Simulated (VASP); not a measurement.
Set up this calculation in VASP 6.6.1, as the native input.

* Task: single point
* Functional: PBEsol
* Potentials or basis: VASP PAW PBE potentials, release 64 (Fe, Ni)
* Cutoff: 520 eV
* k mesh: 16 × 16 × 16
* Occupations: gaussian, width 0.1 eV
* Spin: no spin polarisation
* Dipole correction: no
* Further INCAR settings: ALGO = Fast; EDIFF = 1e-06; NBANDS = 27

The structure of FeNi3 lies in POSCAR:

```
FeNi3
1.0
   -1.8672052387      1.8672052387      3.7403640481
    1.8672052387     -1.8672052387      3.7403640481
    1.8672052387      1.8672052387     -3.7403640481
Fe Ni
1 3
Direct
    0.0000000000      0.0000000000      0.0000000000
    0.5000000000      0.5000000000      0.0000000000
    0.7500000000      0.2500000000      0.5000000000
    0.2500000000      0.7500000000      0.5000000000
```

One way to write it, as run:

INCAR

```
ALGO = Fast
EDIFF = 1E-6
ENCUT = 520
GGA = PS
ISIF = 2
ISMEAR = 0
LASPH = T
LCHARG = F
LREAL = F
LWAVE = F
NBANDS = 27
NELM = 100
PREC = Accurate
SIGMA = 0.1
```

KPOINTS

```
k-points
0
Gamma
  16 16 16
```

Potentials or basis: VASP PAW PBE potentials, release 64 (Fe, Ni).

Launch:

```bash
$ cat potpaw_PBE.64/Fe/POTCAR potpaw_PBE.64/Ni/POTCAR > POTCAR
$ mpirun -np 1 vasp_std > vasp.out
```

Results of the run:

The pressure is -34.2 GPa. The band gap on the k mesh is zero (bands 19 and 20 overlap by 0.50 eV).

Caveat: the cell stands under tension; the PAW data sets were made with another functional, which shifts forces and pressure a little; the run has no spin polarisation, though such a crystal can be magnetic.

It took 5.6 min on 1 thread of Intel(R) Xeon(R) 6975P-C (Granite Rapids), on a shared host, peak memory 0.55 GiB.
